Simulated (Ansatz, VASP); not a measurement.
# Mg3H2: VASP beside Ansatz

Contents of INCAR:

```
SYSTEM = Mg3H2
ALGO = Normal ; EDIFF = 1E-6
EDIFFG = -0.04 ; ENCUT = 600
GGA = PE ; IBRION = 2
ISIF = 3 ; ISMEAR = 0
LASPH = .TRUE. ; LCHARG = .FALSE.
LREAL = .FALSE. ; LWAVE = .FALSE.
NELM = 100 ; NSW = 90
PREC = Accurate ; SIGMA = 0.1
```

Contents of KPOINTS:

```
k-points
0
G
  6 6 6
  0 0 0
```

The input POSCAR:

```
Mg3H2
1.0
    2.8016476264      1.6175320112      5.0994194051
   -2.8016476264      1.6175320112      5.0994194051
    0.0000000000     -3.2350640226      5.0994194051
Mg H
6 4
Direct
    0.0562500000      0.4437500000      0.7500000000
    0.7500000000      0.0562500000      0.4437500000
    0.4437500000      0.7500000000      0.0562500000
    0.9437500000      0.5562500000      0.2500000000
    0.2500000000      0.9437500000      0.5562500000
    0.5562500000      0.2500000000      0.9437500000
    0.8521800000      0.8521800000      0.8521800000
    0.6478200000      0.6478200000      0.6478200000
    0.1478200000      0.1478200000      0.1478200000
    0.3521800000      0.3521800000      0.3521800000
```

Input for Ansatz:

```yaml
crystal:
  lattice:
    - [2.8016476264, 1.6175320112, 5.0994194051]
    - [-2.8016476264, 1.6175320112, 5.0994194051]
    - [0.0, -3.2350640226, 5.0994194051]
  atoms:
    - { symbol: Mg, position: [0.05625, 0.44375, 0.75] }
    - { symbol: Mg, position: [0.75, 0.05625, 0.44375] }
    - { symbol: Mg, position: [0.44375, 0.75, 0.05625] }
    - { symbol: Mg, position: [0.94375, 0.55625, 0.25] }
    - { symbol: Mg, position: [0.25, 0.94375, 0.55625] }
    - { symbol: Mg, position: [0.55625, 0.25, 0.94375] }
    - { symbol: H, position: [0.85218, 0.85218, 0.85218] }
    - { symbol: H, position: [0.64782, 0.64782, 0.64782] }
    - { symbol: H, position: [0.14782, 0.14782, 0.14782] }
    - { symbol: H, position: [0.35218, 0.35218, 0.35218] }
basis:
  ecutwfc: 420
kpoints:
  mp_grid: { grid: [6, 6, 6] }
hamiltonian:
  xc: pbe
scf:
  occupations: { method: gaussian, width: 0.1 }
  lower_state_search: "off"
output:
  forces: true
  stress: true
  eigenvalues: true
relax:
  adjacent_minimum: "off"
  f_tol: 0.04
  max_steps: 70
  cell: { stress_tol: 0.4 }
```

Alike in both runs: task relaxation of cell and atoms; functional PBE; k mesh 6 × 6 × 6; occupations gaussian, width 0.1 eV; no spin polarisation.

|  | VASP | Ansatz |
| --- | --- | --- |
| version | VASP 6.6.1 | Ansatz 0.2.0 |
| potentials or method | VASP PAW PBE potentials, release 64 (Mg, H), cutoff 600 eV | scalar-relativistic, plane waves, PAW |
| valence electrons in the cell | 16 | 64 |

|  | VASP | Ansatz | Ansatz less VASP |
| --- | --- | --- | --- |
| gap on the k mesh at the Fermi level, each at its own relaxed structure (eV) | none | none | - |
| relaxed volume (Å³/atom) | 13.65 | 13.80 | +0.148 |
| relaxed cell length with the largest relative difference (Å) | 6.071 | 6.094 | +0.0232 |

A gap of «none» marks a metal or a gap that the smearing closes. VASP's potentials hold 16 valence electrons a cell and Ansatz's 64, so a difference there can come from the potentials and not from the codes.
